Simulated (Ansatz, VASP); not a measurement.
## Two plane-wave programs on Ta4Br

```
Ta Br
1.0
    -2.96270    2.96270    2.96270
     2.96270   -2.96270    2.96270
     2.96270    2.96270   -2.96270
Ta Br
4 1
Direct
  0.00000 0.00000 0.50000
  0.50000 0.00000 0.00000
  0.50000 0.50000 0.50000
  0.00000 0.50000 0.00000
  0.00000 0.00000 0.00000
```

Change from the starting cell: species swapped into the NiHg4 type (Im-3m, No. 229).

Alike in both runs: functional PBE; k mesh 4 × 4 × 4; occupations gaussian, width 0.1 eV; no spin polarisation.

Ansatz relaxed the structure, and its values are those at the end. VASP's run is a single point on that final structure, the one shown.

```csv
,VASP,Ansatz
version,VASP 6.6.1,Ansatz 0.2.0
potentials or method,"VASP PAW PBE potentials, release 64 (Ta_pv, Br), cutoff 520 eV","scalar-relativistic, plane waves, PAW"
valence electrons in the cell,51,59
```

|  | VASP | Ansatz | Ansatz less VASP |
| --- | --- | --- | --- |
| gap on the k mesh at the Fermi level (eV) | none | none | - |
| pressure (GPa) | -0.2 | -0.3 | -0.12 |

A gap of «none» marks a metal or a gap that the smearing closes. VASP's potentials hold 51 valence electrons a cell and Ansatz's 59, so a difference there can come from the potentials and not from the codes.

The k mesh is coarse, so the values compare programs but aren't converged. Neither program's run includes spin-orbit coupling.
